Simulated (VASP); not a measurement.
# C in VASP: a series of runs

C is run at these levels: PBE+D3(BJ); tasks: single point, relaxation of the atoms.

Everything below comes from runs of VASP 6.6.1. Logs are shortened: lines on timing, memory, paths and dates and some standing lists are left out, and cuts for length are marked.

### Step 1. The cell of the first run

The cell holds a slab with vacuum, 2 atoms: a = 2.466 Å, b = 2.466 Å, c = 18.000 Å, α = 90.00°, β = 90.00°, γ = 120.00°.

### Step 2. Single point, PBE+D3(BJ)

Input file INCAR:

```
SYSTEM = C
PREC = Accurate ; ENCUT = 520
EDIFF = 1E-6 ; ISMEAR = 0
SIGMA = 0.05 ; LREAL = .FALSE.
LASPH = .TRUE. ; NELM = 60
ALGO = Normal ; ISIF = 2
LWAVE = .FALSE. ; LCHARG = .FALSE.
LDIPOL = .TRUE. ; IDIPOL = 3
DIPOL = 0.5 0.5 0.500 ; GGA = PE
IVDW = 12 ; NBANDS = 11
```

Input file KPOINTS:

```
Automatic mesh
0
G
  12 12 1
  0 0 0
```

Input file POSCAR:

```
C
1.0
    2.4657091164      0.0000000000      0.0000000000
   -1.2328545582      2.1353667332      0.0000000000
    0.0000000000      0.0000000000     18.0000000000
C
2
Direct
    0.3333333333      0.6666666667      0.5000000000
    0.6666666667      0.3333333333      0.5000000000
```

Potentials or basis: VASP PAW PBE potentials, release 64 (C).

Command:

```bash
$ cat potpaw_PBE.64/C/POTCAR > POTCAR
$ mpirun -np 1 vasp_std > vasp.out
```

OUTCAR:

```text
SYSTEM = C
   PREC = Accurate
   ENCUT = 520
   EDIFF = 1E-6
   ISMEAR = 0
   LREAL = .FALSE.
   LASPH = .TRUE.
   NELM = 60
   ISIF = 2
   GGA = PE
   IVDW = 12
 IVDW          = 12

 ion  position               nearest neighbor table
   1  0.333  0.667  0.500-   2 1.42   2 1.42   2 1.42
   2  0.667  0.333  0.500-   1 1.42   1 1.42   1 1.42

  LATTYP: Found a hexagonal cell.
 ALAT       =     2.4657091164
 C/A-ratio  =     7.3001311794

  Lattice vectors:

 A1 = (   2.4657091164,   0.0000000000,   0.0000000000)
 A2 = (  -1.2328545582,   2.1353667332,   0.0000000000)
 A3 = (   0.0000000000,   0.0000000000,  18.0000000000)

Analysis of symmetry for initial positions (statically):
=====================================================================
 Subroutine PRICEL returns:
 Original cell was already a primitive cell.

 Routine SETGRP: Setting up the symmetry group for a
 hexagonal supercell.

 Subroutine GETGRP returns: Found 24 space group operations
 (whereof 24 operations were pure point group operations)
 out of a pool of 24 trial point group operations.

The static configuration has the point symmetry D_6h.

Analysis of symmetry for dynamics (positions and initial velocities):
=====================================================================
 Subroutine PRICEL returns:
 Original cell was already a primitive cell.

 Routine SETGRP: Setting up the symmetry group for a
 hexagonal supercell.

 Subroutine GETGRP returns: Found 24 space group operations
 (whereof 24 operations were pure point group operations)
 out of a pool of 24 trial point group operations.

The dynamic configuration has the point symmetry D_6h.

 Subroutine INISYM returns: Found 24 space group operations
 (whereof 24 operations are pure point group operations),
 and found     1 'primitive' translations

----------------------------------------------------------------------------------------

                                     Primitive cell

  volume of cell :      94.7735

  direct lattice vectors                    reciprocal lattice vectors
     2.465709116  0.000000000  0.000000000     0.405562843  0.234151817  0.000000000
    -1.232854558  2.135366733  0.000000000     0.000000000  0.468303633  0.000000000
     0.000000000  0.000000000 18.000000000     0.000000000  0.000000000  0.055555556

  length of vectors
     2.465709116  2.465709116 18.000000000     0.468303634  0.468303633  0.055555556

  position of ions in fractional coordinates (direct lattice)
     0.333333333  0.666666667  0.500000000
     0.666666667  0.333333333  0.500000000

  ion indices of the primitive-cell ions
   primitive index   ion index
                 1           1
                 2           2

----------------------------------------------------------------------------------------

 KPOINTS: Automatic mesh

Automatic generation of k-mesh.
 Grid dimensions read from file:
 generate k-points for:   12   12    1

 Generating k-lattice:

  Cartesian coordinates                     Fractional coordinates (reciprocal lattice)
     0.033796904  0.019512651  0.000000000     0.083333333 -0.000000000  0.000000000
     0.000000000  0.039025303  0.000000000     0.000000000  0.083333333  0.000000000
     0.000000000  0.000000000  0.055555556     0.000000000  0.000000000  1.000000000

  Length of vectors
     0.039025303  0.039025303  0.055555556

  Shift w.r.t. Gamma in fractional coordinates (k-lattice)
     0.000000000  0.000000000  0.000000000

 Subroutine IBZKPT returns following result:
 ===========================================

 Found     19 irreducible k-points:

 Following reciprocal coordinates:
            Coordinates               Weight
  0.000000  0.000000  0.000000      1.000000
  0.083333  0.000000  0.000000      6.000000
  0.166667  0.000000  0.000000      6.000000
  0.250000  0.000000  0.000000      6.000000
  0.333333 -0.000000  0.000000      6.000000
  0.416667  0.000000  0.000000      6.000000
[... 11 lines left out ...]
  0.333333  0.250000  0.000000     12.000000
  0.333333  0.333333  0.000000      2.000000
   k-points           NKPTS =     19   k-points in BZ     NKDIM =     19   number of bands    NBANDS=     11
   number of dos      NEDOS =    301   number of ions     NIONS =      2
   total plane-waves  NPLWV =  45360
   dimension x,y,z NGX =    18 NGY =   18 NGZ =  140
   dimension x,y,z NGXF=    36 NGYF=   36 NGZF=  280
   ions per type =               2
   NGX,Y,Z   is equivalent  to a cutoff of  12.14, 12.14, 12.93 a.u.
   NGXF,Y,Z  is equivalent  to a cutoff of  24.27, 24.27, 25.86 a.u.
 SYSTEM =  C
   PREC   = accura    normal or accurate (medium, high low for compatibility)
   ISTART =      0    job   : 0-new  1-cont  2-samecut
   ICHARG =      2    charge: 1-file 2-atom 10-const
   ISPIN  =      1    spin polarized calculation?
   LNONCOLLINEAR =      F non collinear calculations
   LSORBIT =      F    spin-orbit coupling
   LASPH  =      T    aspherical Exc in radial PAW
   ENCUT  =  520.0 eV  38.22 Ry    6.18 a.u.   4.58  4.58 33.47*2*pi/ulx,y,z
   NELM   =     60;   NELMIN=  2; NELMDL= -5     # of ELM steps
   EDIFF  = 0.1E-05   stopping-criterion for ELM
   LREAL  =      F    real-space projection
   EDIFFG = 0.1E-04   stopping-criterion for IOM
   NSW    =      0    number of steps for IOM
   IBRION =     -1    ionic relax: 0-MD 1-quasi-New 2-CG
   NFREE  =      0    steps in history (QN), initial steepest desc. (CG)
   ISIF   =      2    stress and relaxation
   ISYM   =      2    0-nonsym 1-usesym 2-fastsym
   POTIM  = 0.5000    time-step for ionic-motion
   TEBEG  =    0.0;   TEEND  =   0.0 temperature during run
   PSTRESS=    0.0 pullay stress
   NELECT =       8.0000    total number of electrons
   NUPDOWN=      -1.0000    fix difference up-down
   EMIN   =  10.00;   EMAX   =-10.00  energy-range for DOS
   EFERMI =   0.00;   METHOD = LEGACY
   ISMEAR =     0;   SIGMA  =   0.05  broadening in eV -4-tet -1-fermi 0-gaus
   EFERMI_NEDOS =   21; number of points for ismear=-14 and -15
   IALGO  =     38    algorithm
   IMIX   =      4    mixing-type and parameters
     AMIX     =   0.40;   BMIX     =  1.00
     AMIX_MAG =   1.60;   BMIX_MAG =  1.00
  volume/ion in A,a.u.               =      47.39       319.78
  Fermi-wavevector in a.u.,A,eV,Ry     =   0.718140  1.357088  7.016869  0.515725
  Thomas-Fermi vector in A             =   1.807001
   LORBIT       =      0    0 simple, 1 ext, 2 COOP (PROOUT), +10 PAW based schemes
   GGA     = PE    functional components
   LHFCALC =     F    Hartree Fock is set to
   AEXX    =    0.0000 exact exchange contribution
   IVDW    =    12    specifies the selected vdW correction
   LEPSILON=     F    determine dielectric tensor
   LRPA    =     F    only Hartree local field effects (RPA)
 non-spin polarized calculation
 Gauss-broadening in eV      SIGMA  =   0.05
  energy-cutoff  :      520.00
  volume of cell :       94.77
 maximum number of plane-waves:      2598
   NGX =  9   NGY =  9   NGZ = 67

 dipolmoment           0.000000      0.000000     -0.000000 electrons x Angstroem

 number of electron       7.9999997 magnetization

 dipolmoment           0.000000      0.000000      0.000000 electrons x Angstroem

 Free energy of the ion-electron system (eV)
  ---------------------------------------------------
  ext. energy  EPLUGINS =         0.00000000
  ---------------------------------------------------
  free energy    TOTEN  =       -18.44515862 eV

  energy without entropy =      -18.44437503  energy(sigma->0) =      -18.44476683

 E-fermi :  -2.5746     XC(G=0):  -2.4026

 val. band max:       -2.5745662604   @ k =   0.3333   0.3333   0.0000
 cond. band min:      -2.5745662550   @ k =   0.3333   0.3333   0.0000
 fundamental gap:      0.0000000053
 Fermi energy:        -2.5745662576

 k-point     1 :       0.0000    0.0000    0.0000
  band No.  band energies     occupation
      1     -22.0998      2.00000
      2     -10.1941      2.00000
      3      -5.6205      2.00000
      4      -5.6205      2.00000
      5       0.6829      0.00000
      6       1.5029      0.00000
      7       1.9062      0.00000
      8       3.1141      0.00000
      9       3.6480      0.00000
     10       5.7331      0.00000
     11       5.7331      0.00000

 k-point     2 :       0.0833    0.0000    0.0000
  band No.  band energies     occupation
      1     -21.9358      2.00000
      2      -9.9982      2.00000
      3      -6.2716      2.00000
      4      -5.9590      2.00000
      5       0.9056      0.00000
      6       1.7283      0.00000
      7       2.1343      0.00000
      8       3.3396      0.00000
      9       3.8722      0.00000
     10       5.7959      0.00000
     11       6.4282      0.00000

 k-point     3 :       0.1667    0.0000    0.0000
  band No.  band energies     occupation
      1     -21.4453      2.00000
      2      -9.4159      2.00000
      3      -7.9100      2.00000
      4      -6.7512      2.00000
      5       1.5739      0.00000
      6       2.4030      0.00000
      7       2.8184      0.00000
      8       4.0143      0.00000
      9       4.5435      0.00000
     10       5.7474      0.00000
     11       6.6309      0.00000
[... 197 lines left out ...]
 k-point    18 :       0.3333    0.2500    0.0000
  band No.  band energies     occupation
      1     -16.3935      2.00000
      2     -14.5311      2.00000
      3     -12.2426      2.00000
      4      -3.9292      2.00000
      5      -1.2777      0.00000
      6       8.2966      0.00000
      7       8.7384      0.00000
      8       9.6159      0.00000
      9      10.3055      0.00000
     10      10.3226      0.00000
     11      10.7106      0.00000

 k-point    19 :       0.3333    0.3333    0.0000
  band No.  band energies     occupation
      1     -15.1761      2.00000
      2     -15.1761      2.00000
      3     -13.1365      2.00000
      4      -2.5746      1.00000
      5      -2.5746      1.00000
      6       8.0357      0.00000
      7      10.3040      0.00000
      8      10.3040      0.00000
      9      10.9117      0.00000
     10      12.3047      0.00000
     11      12.3119      0.00000

------------------------ aborting loop because EDIFF is reached ----------------------------------------

 vacuum level on the upper side and lower side of the slab       (xc-potential included)        -0.137        -0.137

 Edisp (eV)   -0.17728

 E8    (eV) :    -0.0555

  FORCE on cell =-STRESS in cart. coord.  units (eV):
  Direction    XX          YY          ZZ          XY          YZ          ZX
  --------------------------------------------------------------------------------------
  -------------------------------------------------------------------------------------
  Total       0.08531     0.08531    -0.01156     0.00000     0.00000    -0.00000
  in kB       1.44218     1.44218    -0.19547     0.00000     0.00000    -0.00000
  external pressure =        0.90 kB  Pullay stress =        0.00 kB

 VOLUME and BASIS-vectors are now :
 -----------------------------------------------------------------------------
  energy-cutoff  :      520.00
  volume of cell :       94.77
      direct lattice vectors                 reciprocal lattice vectors
     2.465709116  0.000000000  0.000000000     0.405562843  0.234151817  0.000000000
    -1.232854558  2.135366733  0.000000000     0.000000000  0.468303633  0.000000000
     0.000000000  0.000000000 18.000000000     0.000000000  0.000000000  0.055555556

 POSITION                                       TOTAL-FORCE (eV/Angst)
 -----------------------------------------------------------------------------------
     -0.00000      1.42358      9.00000         0.000000      0.000000      0.000000
      1.23285      0.71179      9.00000        -0.000000     -0.000000      0.000000
 -----------------------------------------------------------------------------------
    total drift:                               -0.000000     -0.000000     -0.000000

  FREE ENERGIE OF THE ION-ELECTRON SYSTEM (eV)
  ---------------------------------------------------
  free  energy   TOTEN  =       -18.6224424259 eV

  energy  without entropy=      -18.6216588292  energy(sigma->0) =      -18.62205063

 vacuum level on the upper side and lower side of the slab         1.585         1.585
```

Run time: 12 s. Hardware: 1 thread of Intel Xeon 6975P-C (Granite Rapids), shared host; peak memory 0.19 GiB.

Results:

```
Free energy                : -18.6224 eV
Band gap on the k mesh     : zero (filled and empty bands touch)
Dispersion energy per atom : -0.089 eV
```

Levels at points of the mesh, in eV from the Fermi level:
```
           k point  band 2  band 3  band 4  band 5  band 6  band 7
(0.00, 0.00, 0.00)   -7.62   -3.05   -3.05    3.26    4.08    4.48
(0.50, 0.00, 0.00)  -13.24   -6.42   -2.36    1.68    7.37   11.11
```

(Part 1 of 2 ends here.)
